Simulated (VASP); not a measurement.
# Au: single point with RPBE

The system is Au.

```
Au
1.0
     2.90541    0.00000    0.00000
    -1.45271    2.51616    0.00000
     0.00000    0.00000    9.72808
Au
4
Direct
  0.00000 0.00000 0.00000
  0.00000 0.00000 0.50000
  0.33333 0.66667 0.25000
  0.66667 0.33333 0.75000
```

This cell differs from its parent crystal: volume scaled by 0.96.

- Program: VASP 6.6.1
- Task: single point
- Functional: RPBE
- Potentials or basis: VASP PAW PBE potentials, release 64 (Au)
- Cutoff: 520 eV
- k mesh: 14 × 14 × 4
- Occupations: fermi-dirac, width 0.1 eV
- Spin: no spin polarisation
- Dipole correction: no
- Further INCAR settings: ALGO = Normal; EDIFF = 1e-06; NBANDS = 30

| Quantity | Value |
| --- | --- |
| Pressure | 5.4 GPa |
| Band gap on the k mesh | zero (band 22 reaches 11.40 eV, above the bottom of band 23 at 6.60 eV) |

Stress tensor (GPa, compression positive):
```
5.73 0.00 0.00
0.00 5.73 0.00
0.00 0.00 4.63
```

Levels at points of the mesh, in eV from the Fermi level:
```csv
k point,band 19,band 20,band 21,band 22,band 23,band 24,band 25,band 26
"(0.00, 0.00, 0.00)",-2.83,-2.59,-2.59,-2.06,-2.06,-0.88,2.56,10.40
"(0.50, 0.00, 0.00)",-1.73,-1.70,-0.33,0.45,1.12,1.43,3.52,3.73
"(0.00, 0.00, 0.50)",-3.02,-3.02,-2.27,-2.27,-2.27,-2.27,5.68,5.68
"(0.50, 0.00, 0.50)",-1.71,-1.71,0.36,0.36,1.30,1.30,4.07,4.07
```

Run time: 76 s on 1 thread of AMD EPYC 9R45 96-Core Processor (Zen 5) (shared host), peak memory 0.23 GiB.

Caveat: the PAW data sets were made with another functional, which shifts forces and pressure a little; spin-orbit coupling is left out, which moves the levels of the heavy elements.
